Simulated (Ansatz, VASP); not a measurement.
One calculation of Hg3P2, two programs

```
Hg P
1.0
     4.29201    0.00000    0.00000
     0.00000    5.93542    0.00000
     0.00000    0.00000    6.06010
Hg P
3 2
Direct
  0.00000 0.00000 0.50000
  0.00000 0.50000 0.00000
  0.00000 0.00000 0.00000
  0.50000 0.50000 0.50000
  0.00000 0.50000 0.50000
```

Change from the starting cell: species swapped into the Zr3Cd2 type (Pmmm, No. 47).

Alike in both runs: functional PBE; k mesh 8 × 8 × 6; occupations gaussian, width 0.1 eV; no spin polarisation.

Ansatz relaxed the structure, and its values are those at the end. VASP's run is a single point on that final structure, the one shown.

```csv
,VASP,Ansatz
version,VASP 6.6.1,Ansatz 0.2.0
potentials or method,"VASP PAW PBE potentials, release 64 (Hg, P), cutoff 520 eV","scalar-relativistic, plane waves, PAW"
valence electrons in the cell,46,70
```

```tsv
	VASP	Ansatz	Ansatz less VASP
gap on the k mesh at the Fermi level (eV)	none	none	-
pressure (GPa)	0.0	0.0	-0.05
```

A gap of «none» marks a metal or a gap that the smearing closes. VASP's potentials hold 46 valence electrons a cell and Ansatz's 70, so a difference there can come from the potentials and not from the codes.

Neither program's run includes spin-orbit coupling.
